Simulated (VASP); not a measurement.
# Si2PN2 (Cmc2_1) in VASP: single point with PBE

Aim: the single point of Si2PN2 with PBE.

Everything below comes from runs of VASP 6.6.1. Logs are shortened: lines on timing, memory, paths and dates and some standing lists are left out, and cuts for length are marked.

## Step 1: The cell of the first run

It takes space group Cmc2_1 (No. 36, orthorhombic). Conventional cell: a = 9.629 Å, b = 5.947 Å, c = 5.253 Å, α = 90.00°, β = 90.00°, γ = 90.00°. Within 2.3 Å of Si (site symmetry 1) lie 1 P at 1.76 Å and 3 N at 1.86 to 1.87 Å. N (site symmetry 1) has 3 Si at 1.86 to 1.87 Å within 2.5 Å. P (site symmetry m) has 2 Si at 1.76 Å within 2.3 Å.

## Step 2: Single point, PBE

The input, INCAR:

```
ALGO = Normal
EDIFF = 1E-6
ENCUT = 520
GGA = PE
ISIF = 2
ISMEAR = -1
LASPH = T
LCHARG = F
LREAL = F
LWAVE = F
NBANDS = 34
NELM = 80
PREC = Accurate
SIGMA = 0.0146
```

The input, KPOINTS:

```
k-points
0
Gamma
  4 4 4
```

The input, POSCAR:

```
Si2PN2
1.0
    4.8146430000      2.9736570000      0.0000000000
    4.8146430000     -2.9736570000      0.0000000000
    0.0000000000      0.0000000000     -5.2526410000
Si N P
4 4 2
Direct
    0.3276000000      0.0264000000      0.7163000000
    0.6724000000      0.9736000000      0.2163000000
    0.9736000000      0.6724000000      0.7163000000
    0.0264000000      0.3276000000      0.2163000000
    0.3431000000      0.0967000000      0.3726000000
    0.6569000000      0.9033000000      0.8726000000
    0.9033000000      0.6569000000      0.3726000000
    0.0967000000      0.3431000000      0.8726000000
    0.2073000000      0.7927000000      0.7642000000
    0.7927000000      0.2073000000      0.2642000000
```

Potentials or basis: VASP PAW PBE potentials, release 64 (Si, N, P).

The run is started by

```sh
$ cat potpaw_PBE.64/Si/POTCAR potpaw_PBE.64/N/POTCAR potpaw_PBE.64/P/POTCAR > POTCAR
$ mpirun -np 1 vasp_std > vasp.out
```

OUTCAR:

```text
EDIFF = 1E-6
   ENCUT = 520
   GGA = PE
   ISIF = 2
   ISMEAR = -1
   LASPH = T
   LREAL = F
   NELM = 80
   PREC = Accurate

 ion  position               nearest neighbor table
   1  0.328  0.026  0.716-   9 1.76   5 1.86   6 1.86   8 1.87
   2  0.672  0.974  0.216-  10 1.76   6 1.86   5 1.86   7 1.87
   3  0.974  0.672  0.716-   9 1.76   7 1.86   8 1.86   6 1.87
   4  0.026  0.328  0.216-  10 1.76   8 1.86   7 1.86   5 1.87
   5  0.343  0.097  0.373-   1 1.86   2 1.86   4 1.87
   6  0.657  0.903  0.873-   2 1.86   1 1.86   3 1.87
   7  0.903  0.657  0.373-   3 1.86   4 1.86   2 1.87
   8  0.097  0.343  0.873-   4 1.86   3 1.86   1 1.87
   9  0.207  0.793  0.764-   3 1.76   1 1.76
  10  0.793  0.207  0.264-   2 1.76   4 1.76

  LATTYP: Found a base centered orthorhombic cell.
 ALAT       =     5.9473140000
 B/A-ratio  =     1.6190983022
 C/A-ratio  =     0.8831955064

  Lattice vectors:

 A1 = (  -4.8146430000,   2.9736570000,   0.0000000000)
 A2 = (   4.8146430000,   2.9736570000,   0.0000000000)
 A3 = (   0.0000000000,   0.0000000000,  -5.2526410000)

Analysis of symmetry for initial positions (statically):
=====================================================================
 Subroutine PRICEL returns:
 Original cell was already a primitive cell.

 Routine SETGRP: Setting up the symmetry group for a
 base centered orthorhombic supercell.

 Subroutine GETGRP returns: Found  4 space group operations
 (whereof  2 operations were pure point group operations)
 out of a pool of  8 trial point group operations.

The static configuration has the point symmetry C_1h.
 The point group associated with its full space group is C_2v.

Analysis of symmetry for dynamics (positions and initial velocities):
=====================================================================
 Subroutine PRICEL returns:
 Original cell was already a primitive cell.

 Routine SETGRP: Setting up the symmetry group for a
 base centered orthorhombic supercell.

 Subroutine GETGRP returns: Found  4 space group operations
 (whereof  2 operations were pure point group operations)
 out of a pool of  8 trial point group operations.

The dynamic configuration has the point symmetry C_1h.
 The point group associated with its full space group is C_2v.

 Subroutine INISYM returns: Found  4 space group operations
[... 113 lines left out ...]
   IBRION =     -1    ionic relax: 0-MD 1-quasi-New 2-CG
   NFREE  =      0    steps in history (QN), initial steepest desc. (CG)
   ISIF   =      2    stress and relaxation
   ISYM   =      2    0-nonsym 1-usesym 2-fastsym
   POTIM  = 0.5000    time-step for ionic-motion
   TEBEG  =    0.0;   TEEND  =   0.0 temperature during run
   PSTRESS=    0.0 pullay stress
   NELECT =      46.0000    total number of electrons
   NUPDOWN=      -1.0000    fix difference up-down
   EMIN   =  10.00;   EMAX   =-10.00  energy-range for DOS
   EFERMI =   0.00;   METHOD = LEGACY
   ISMEAR =    -1;   SIGMA  =   0.01  broadening in eV -4-tet -1-fermi 0-gaus
   EFERMI_NEDOS =   21; number of points for ismear=-14 and -15
   IALGO  =     38    algorithm
   IMIX   =      4    mixing-type and parameters
     AMIX     =   0.40;   BMIX     =  1.00
     AMIX_MAG =   1.60;   BMIX_MAG =  1.00
  volume/ion in A,a.u.               =      15.04       101.50
  Fermi-wavevector in a.u.,A,eV,Ry     =   1.102994  2.084357 16.552795  1.216596
  Thomas-Fermi vector in A             =   2.239446
   LORBIT       =      0    0 simple, 1 ext, 2 COOP (PROOUT), +10 PAW based schemes
   GGA     = PE    functional components
   LHFCALC =     F    Hartree Fock is set to
   AEXX    =    0.0000 exact exchange contribution
   IVDW    =     0    specifies the selected vdW correction
   LEPSILON=     F    determine dielectric tensor
   LRPA    =     F    only Hartree local field effects (RPA)
 non-spin polarized calculation
  energy-cutoff  :      520.00
  volume of cell :      150.41
 maximum number of plane-waves:      4088
   NGX = 21   NGY = 21   NGZ = 19

 number of electron      45.9999997 magnetization

 Free energy of the ion-electron system (eV)
  ---------------------------------------------------
  ext. energy  EPLUGINS =         0.00000000
  ---------------------------------------------------
  free energy    TOTEN  =       -58.77610353 eV

  energy without entropy =      -58.76875432  energy(sigma->0) =      -58.77242892

 E-fermi :   4.4132     XC(G=0):  -9.4418

 val. band max:        4.3789925296   @ k =   0.2500   0.2500   0.2500
 cond. band min:       4.4189798032   @ k =   0.5000  -0.0000   0.2500
 fundamental gap:      0.0399872735
 Fermi energy:         4.4131763831

 k-point     1 :       0.0000    0.0000    0.0000
  band No.  band energies     occupation
      1     -12.1939      2.00000
      2     -10.0554      2.00000
      3     -10.0471      2.00000
      4      -9.9432      2.00000
      5      -7.4549      2.00000
      6      -6.8334      2.00000
[... 766 lines left out ...]
     33      11.1229      0.00000
     34      11.1230      0.00000

------------------------ aborting loop because EDIFF is reached ----------------------------------------

  FORCE on cell =-STRESS in cart. coord.  units (eV):
  Direction    XX          YY          ZZ          XY          YZ          ZX
  --------------------------------------------------------------------------------------
  -------------------------------------------------------------------------------------
  Total       92.0254848    -14.1365998    -15.9771249      0.0000000      0.0000000      0.0000000
  in kB      980.2932640   -150.5888677   -170.1948972      0.0000000      0.0000000      0.0000000
  external PRESSURE =     219.8364997 kB  Pullay stress =       0.0000000 kB

 VOLUME and BASIS-vectors are now :
 -----------------------------------------------------------------------------
  energy-cutoff  :      520.00
  volume of cell :      150.41
      direct lattice vectors                 reciprocal lattice vectors
     4.814643000  2.973657000  0.000000000     0.103849860  0.168143132  0.000000000
     4.814643000 -2.973657000  0.000000000     0.103849860 -0.168143132  0.000000000
     0.000000000  0.000000000 -5.252641000     0.000000000  0.000000000 -0.190380420

 POSITION                                       TOTAL-FORCE (eV/Angst)
 -----------------------------------------------------------------------------------
      1.70438      0.89567     -3.76247        14.565585     -3.120496      2.045549
      7.92490     -0.89567     -1.13615       -14.565585      3.120496      2.045549
      7.92490      0.89567     -3.76247       -14.565585     -3.120496      2.045549
      1.70438     -0.89567     -1.13615        14.565585      3.120496      2.045549
      2.11748      0.73271     -1.95713         0.855554     -0.066367      0.130279
      7.51181     -0.73271     -4.58345        -0.855554      0.066367      0.130279
      7.51181      0.73271     -1.95713        -0.855554     -0.066367      0.130279
      2.11748     -0.73271     -4.58345         0.855554      0.066367      0.130279
      4.81464     -1.74078     -4.01407        -0.000000      5.845194     -4.351655
      4.81464      1.74078     -1.38775        -0.000000     -5.845194     -4.351655
 -----------------------------------------------------------------------------------
    total drift:                               -0.000000      0.000000      0.000506

  FREE ENERGIE OF THE ION-ELECTRON SYSTEM (eV)
  ---------------------------------------------------
  free  energy   TOTEN  =       -58.7761035269 eV

  energy  without entropy=      -58.7687543207  energy(sigma->0) =      -58.77242892
```

OSZICAR:

```text
N       E                     dE             d eps       ncg     rms          rms(c)
DAV:   1     0.216856712005E+03    0.21686E+03   -0.20861E+04  1428   0.119E+03
DAV:   2    -0.470616175604E+02   -0.26392E+03   -0.25229E+03  1874   0.237E+02
DAV:   3    -0.659525782096E+02   -0.18891E+02   -0.18639E+02  1848   0.663E+01
DAV:   4    -0.663506847814E+02   -0.39811E+00   -0.39680E+00  1864   0.107E+01
DAV:   5    -0.663608355704E+02   -0.10151E-01   -0.10142E-01  1854   0.164E+00    0.214E+01
DAV:   6    -0.596522941798E+02    0.67085E+01   -0.34155E+01  1706   0.245E+01    0.125E+01
DAV:   7    -0.588901517260E+02    0.76214E+00   -0.31159E+00  1764   0.934E+00    0.634E+00
DAV:   8    -0.587924212933E+02    0.97730E-01   -0.15293E+00  1824   0.494E+00    0.282E+00
DAV:   9    -0.587721419886E+02    0.20279E-01   -0.16533E-01  1822   0.191E+00    0.190E+00
DAV:  10    -0.587756411717E+02   -0.34992E-02   -0.19801E-02  1776   0.664E-01    0.385E-01
DAV:  11    -0.587756549305E+02   -0.13759E-04   -0.47657E-03  1838   0.297E-01    0.141E-01
DAV:  12    -0.587760507767E+02   -0.39585E-03   -0.94750E-04  1672   0.158E-01    0.109E-01
DAV:  13    -0.587760872586E+02   -0.36482E-04   -0.80557E-05  1774   0.409E-02    0.260E-02
DAV:  14    -0.587761033274E+02   -0.16069E-04   -0.36075E-05  1760   0.278E-02    0.105E-02
DAV:  15    -0.587761035269E+02   -0.19954E-06   -0.34300E-06  1688   0.102E-02
   1 F= -.58776104E+02 E0= -.58772429E+02  d E =-.734921E-02
```

Run time: 51 s. Hardware: 1 thread of Intel Xeon 6975P-C (Granite Rapids), shared host; peak memory 0.29 GiB.

What came out:

- Free energy: -58.7761 eV
- Pressure: 22.0 GPa
- Largest force: 15.036 eV/Å
- Band gap on the k mesh: zero (bands 23 and 24 overlap by 0.54 eV)

Forces in eV/Å, atoms in the order of the input:
```
Si   14.566  -3.120   2.046
Si  -14.566   3.120   2.046
Si  -14.566  -3.120   2.046
Si   14.566   3.120   2.046
N     0.856  -0.066   0.130
N    -0.856   0.066   0.130
N    -0.856  -0.066   0.130
N     0.856   0.066   0.130
P     0.000   5.845  -4.352
P     0.000  -5.845  -4.352
```

Caveat: the stress differs along the axes, from -17 to 98 GPa; forces of over 1 eV/Å act on the atoms, so gaps and moduli don't describe the material at rest.

The gap in the log of VASP goes by the Fermi energy; the results here count the filled bands.